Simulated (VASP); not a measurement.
Input of a VASP 6.6.1 run:

INCAR

```
  PREC = Accurate
  ENCUT = 520
  EDIFF = 1E-6
  ISMEAR = -1
  SIGMA = 0.1
  LREAL = False
  LASPH = True
  NELM = 60
  ALGO = Normal
  ISIF = 2
  LWAVE = False
  LCHARG = False
  GGA = PE
  NBANDS = 18
```

Contents of KPOINTS:

```
regular mesh
0
Gamma
  12 12 12
```

The input POSCAR:

```
Yb
1.0
   -1.9979230134      1.9979230134      1.9979230134
    1.9979230134     -1.9979230134      1.9979230134
    1.9979230134      1.9979230134     -1.9979230134
Yb
1
Direct
    0.0000000000      0.0000000000      0.0000000000
```

Potentials or basis: VASP PAW PBE potentials, release 64 (Yb).

Run with:

```console
$ cat potpaw_PBE.64/Yb/POTCAR > POTCAR
$ mpirun -np 1 vasp_std > vasp.out
```

Q: Predict the pressure.

A: 2.4 GPa.

Q: Estimate the band gap on the k mesh.

A: Zero (band 12 reaches 2.39 eV, above the bottom of band 13 at 1.54 eV).

Caveat: spin-orbit coupling is left out, which moves the levels of the heavy elements. Spin polarisation is off, so any magnetic state and its effect on volume and gap are missing.
